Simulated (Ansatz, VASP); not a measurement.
InSe2 in VASP and in Ansatz

Contents of INCAR:

```
ALGO = Normal
EDIFF = 1E-6
ENCUT = 520
GGA = PE
ISIF = 2
ISMEAR = 0
LASPH = True
LCHARG = False
LREAL = False
LWAVE = False
NBANDS = 34
NELM = 60
PREC = Accurate
SIGMA = 0.15
```

Contents of KPOINTS:

```
k-points
0
Gamma
  12 12 6
```

Contents of POSCAR:

```
InSe2
1.0
    3.8873932726      0.0000000000      0.0000000000
    0.0000000000      3.8873932726      0.0000000000
    0.0000000000      0.0000000000      8.9539321634
In Se
2 4
Direct
    0.0000000000      0.5000000000      0.7035851637
    0.5000000000      0.0000000000      0.2964148363
    0.0000000000      0.5000000000      0.3657877574
    0.5000000000      0.0000000000      0.6342122426
    0.0000000000      0.0000000000      0.0000000000
    0.5000000000      0.5000000000      0.0000000000
```

Input for Ansatz:

```yaml
crystal:
  lattice:
    - [3.8873932726, 0.0, 0.0]
    - [0.0, 3.8873932726, 0.0]
    - [0.0, 0.0, 8.9539321634]
  atoms:
    - { symbol: In, position: [0.0, 0.5, 0.7035851637] }
    - { symbol: In, position: [0.5, 0.0, 0.2964148363] }
    - { symbol: Se, position: [0.0, 0.5, 0.3657877574] }
    - { symbol: Se, position: [0.5, 0.0, 0.6342122426] }
    - { symbol: Se, position: [0.0, 0.0, 0.0] }
    - { symbol: Se, position: [0.5, 0.5, 0.0] }
basis:
  ecutwfc: 420
kpoints:
  mp_grid: { grid: [12, 12, 6] }
hamiltonian:
  xc: pbe
scf:
  occupations: { method: gaussian, width: 0.15 }
output:
  forces: true
  stress: true
  eigenvalues: true
```

Change from the starting cell: strain +0.000 along x and y, -0.080 along z, atoms carried along.

Alike in both runs: task single point; functional PBE; k mesh 12 × 12 × 6; occupations gaussian, width 0.15 eV; no spin polarisation.

```csv
,VASP,Ansatz
version,VASP 6.6.1,Ansatz 0.2.0
potentials or method,"VASP PAW PBE potentials, release 64 (In_d, Se), cutoff 520 eV","scalar-relativistic, plane waves, PAW"
valence electrons in the cell,50,90
```

```tsv
	VASP	Ansatz	Ansatz less VASP
gap on the k mesh at the Fermi level (eV)	none	none	-
pressure (GPa)	3.1	3.1	-0.03
traceless stress, the component that is largest in VASP (GPa)	2.23	2.24	+0.012
rms of the force components (eV/Å)	0.045	0.046	+0.0001
```

Atom by atom the forces differ by 0.000 eV/Å (rms over components). A gap of «none» marks a metal or a gap that the smearing closes. The functional is the same, so the differences come from potentials, cutoffs and numerics. VASP's potentials hold 50 valence electrons a cell and Ansatz's 90, so a difference there can come from the potentials and not from the codes.
